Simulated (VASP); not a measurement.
La2ZrO3, 6 atoms in the cell. Symmetry: Cmmm, No. 65, orthorhombic system. The conventional cell has a = 3.716 Å, b = 13.285 Å, c = 7.959 Å, α = 90.00°, β = 90.00°, γ = 90.00°. Within 3.5 Å of La (site symmetry m2m) lie 4 O at 2.63 Å and 1 La at 2.82 Å. Zr (site symmetry mmm) has 2 O at 1.86 Å within 2.5 Å. O (site symmetry mm2) has 2 O at 2.43 to 2.76 Å and 4 La at 2.63 Å within 3.2 Å. Within 2.5 Å of O (site symmetry mmm) lie 2 Zr at 1.86 Å. 

| Property | Result |
| --- | --- |
| Program | VASP 6.6.1 |
| Task | single point |
| Functional | PBE |
| Potentials or basis | VASP PAW PBE potentials, release 64 (La, Zr_sv, O) |
| Cutoff | 520 eV |
| k mesh | 10 × 10 × 6 |
| Occupations | gaussian, width 0.1 eV |
| Spin | no spin polarisation |
| Dipole correction | no |
| Further INCAR settings | ALGO = Normal; EDIFF = 1e-06; NBANDS = 35 |

Potentials or basis: VASP PAW PBE potentials, release 64 (La, Zr_sv, O).

The run is started by

```sh
$ cat potpaw_PBE.64/La/POTCAR potpaw_PBE.64/Zr_sv/POTCAR potpaw_PBE.64/O/POTCAR > POTCAR
$ mpirun -np 1 vasp_std > vasp.out
```

Hardware: 1 thread of Intel(R) Xeon(R) 6975P-C (Granite Rapids) (shared host).

Problem. Estimate the wall time of this run.

Solution. Run time: 24 min on 1 thread of Intel(R) Xeon(R) 6975P-C (Granite Rapids), on a shared host, peak memory 1.1 GiB. Counts: scf iterations 19, k points 124.
